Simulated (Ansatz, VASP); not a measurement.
## Two plane-wave programs on Mn

The input INCAR:

```
SYSTEM = Mn
PREC     = Accurate       ! precision mode
ENCUT    = 520            ! plane-wave cutoff, eV
EDIFF    = 1E-6           ! SCF threshold, eV
ISMEAR   = -1             ! smearing method
SIGMA    = 0.05           ! smearing width, eV
LREAL    = .False.        ! projectors in reciprocal space
LASPH    = .True.         ! aspherical terms in the spheres
NELM     = 150            ! most SCF steps
ALGO     = Normal         ! electronic algorithm
ISIF     = 2              ! what is computed and relaxed
LWAVE    = .False.        ! write WAVECAR
LCHARG   = .False.        ! write CHGCAR
ISPIN    = 2              ! spin polarisation
MAGMOM   = 1 1            ! initial moments
LORBIT   = 11             ! projections on sites
NUPDOWN  = 2.0            ! fixed moment
LMAXMIX  = 4              ! l up to which the mixer works
GGA      = PE             ! functional
NBANDS   = 24             ! bands
```

File KPOINTS:

```
Automatic mesh
0
Gamma
  10 10 6
  0 0 0
```

Contents of POSCAR:

```
Mn
1.0
    2.4836457705      0.0000000000      0.0000000000
   -1.2418228853      2.1509003313      0.0000000000
    0.0000000000      0.0000000000      4.0261950000
Mn
2
Direct
    0.3333333333      0.6666666667      0.2500000000
    0.6666666667      0.3333333333      0.7500000000
```

Contents of input.yaml:

```yaml
crystal:
  lattice:
    - [2.4836457705, 0.0, 0.0]
    - [-1.2418228853, 2.1509003313, 0.0]
    - [0.0, 0.0, 4.026195]
  atoms:
    - { symbol: Mn, position: [0.3333333333, 0.6666666667, 0.25], spin: 1.0 }
    - { symbol: Mn, position: [0.6666666667, 0.3333333333, 0.75], spin: 1.0 }
hamiltonian:
  xc: pbe
  pseudopotentials: { kind: paw }
magnetization:
  spin_polarized: true
  initial_magnetization: 2.0
  spin_locking: { lock_magnetization: hard }
kpoints:
  mp_grid: { grid: [10, 10, 6] }
scf:
  occupations: { method: fermi_dirac, width: 0.05 }
  lower_state_search: "off"
output:
  forces: true
  stress: true
  eigenvalues: true
```

Alike in both runs: task single point; functional PBE; k mesh 10 × 10 × 6; occupations fermi-dirac, width 0.05 eV; collinear spin; fixed moment 2 μB.

```csv
,VASP,Ansatz
version,VASP 6.6.1,Ansatz 0.2.0
potentials or method,"VASP PAW PBE potentials, release 64 (Mn_pv)",Ansatz PAW
plane-wave cutoff (eV),520,420
valence electrons in the cell,26,30
```

|  | VASP | Ansatz | Ansatz less VASP |
| --- | --- | --- | --- |
| pressure (GPa) | 6.0 | 6.1 | +0.13 |
| traceless stress, the component that is largest in VASP (GPa) | 1.74 | 1.88 | +0.141 |
| net moment per atom (μB) | 1.00 | 1.00 | 0.000 |
| size of the moment on the site where the two differ most (μB) | 0.96 | 0.95 | -0.019 |

Site moments also hang on the region over which each program counts them. VASP's potentials hold 26 valence electrons a cell and Ansatz's 30, so a difference there can come from the potentials and not from the codes.
